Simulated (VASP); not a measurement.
Input of a VASP 6.6.1 run:

Contents of INCAR:

```
ALGO = Normal
EDIFF = 1E-6
ENCUT = 520
GGA = PS
ISIF = 2
ISMEAR = -1
LASPH = True
LCHARG = True
LELF = True
LREAL = False
LVHAR = True
LWAVE = False
NBANDS = 18
NELM = 100
PREC = Accurate
SIGMA = 0.1
```

The input KPOINTS:

```
k-points
0
Gamma
  11 11 6
```

File POSCAR:

```
La
1.0
    3.7081896327      0.0000000000      0.0000000000
   -1.8540948163      3.2113864239      0.0000000000
    0.0000000000      0.0000000000      6.0577847849
La
2
Direct
    0.3333333333      0.6666666667      0.2500000000
    0.6666666667      0.3333333333      0.7500000000
```

Potentials or basis: VASP PAW PBE potentials, release 64 (La).

Launch:

```console
$ cat potpaw_PBE.64/La/POTCAR > POTCAR
$ mpirun -np 1 vasp_std > vasp.out
```

Question: Predict the band gap on the k mesh.

Answer: Zero (bands 11 and 12 overlap by 1.52 eV).

Question: Estimate the pressure.

Answer: -1.0 GPa.

Stress tensor (GPa, compression positive):
```
-0.92  0.00  0.00
 0.00 -0.92  0.00
 0.00  0.00 -1.18
```

Caveat: the PAW data sets were made with another functional, which shifts forces and pressure a little; spin-orbit coupling is left out, which moves the levels of the heavy elements.
